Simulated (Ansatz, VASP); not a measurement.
# Se in VASP and in Ansatz

The input INCAR:

```
PREC = Accurate ; ENCUT = 520
EDIFF = 1E-6 ; ISMEAR = 0
SIGMA = 0.05 ; LREAL = False
LASPH = True ; NELM = 100
ALGO = Normal ; ISIF = 2
LWAVE = False ; LCHARG = False
GGA = PS ; NBANDS = 9
```

File KPOINTS:

```
Automatic mesh
0
Gamma
  20 20 20
```

Contents of POSCAR:

```
Se
1.0
   -1.6409902506      1.6409902506      1.6409902506
    1.6409902506     -1.6409902506      1.6409902506
    1.6409902506      1.6409902506     -1.6409902506
Se
1
Direct
    0.0000000000      0.0000000000      0.0000000000
```

Input for Ansatz:

```yaml
crystal:
  lattice:
    - [-1.6409902506, 1.6409902506, 1.6409902506]
    - [1.6409902506, -1.6409902506, 1.6409902506]
    - [1.6409902506, 1.6409902506, -1.6409902506]
  atoms:
    - { symbol: Se, position: [0.0, 0.0, 0.0] }
basis:
  ecutwfc: 420
  ecutrho_ratio: 4
kpoints:
  mp_grid: { grid: [20, 20, 20] }
hamiltonian:
  xc: pbesol
scf:
  occupations: { method: gaussian, width: 0.05 }
output:
  forces: true
  stress: true
  eigenvalues: true
```

Alike in both runs: task single point; functional PBEsol; k mesh 20 × 20 × 20; occupations gaussian, width 0.05 eV; no spin polarisation.

|  | VASP | Ansatz |
| --- | --- | --- |
| version | VASP 6.6.1 | Ansatz 0.2.0 |
| potentials or method | VASP PAW PBE potentials, release 64 (Se), cutoff 520 eV | scalar-relativistic, plane waves, PAW |
| valence electrons in the cell | 6 | 16 |

```tsv
	VASP	Ansatz	Ansatz less VASP
gap on the k mesh at the Fermi level (eV)	none	none	-
pressure (GPa)	9.5	9.3	-0.16
```

VASP's potentials were made for PBE, not for PBEsol. A gap of «none» marks a metal or a gap that the smearing closes. VASP's potentials hold 6 valence electrons a cell and Ansatz's 16, so a difference there can come from the potentials and not from the codes.
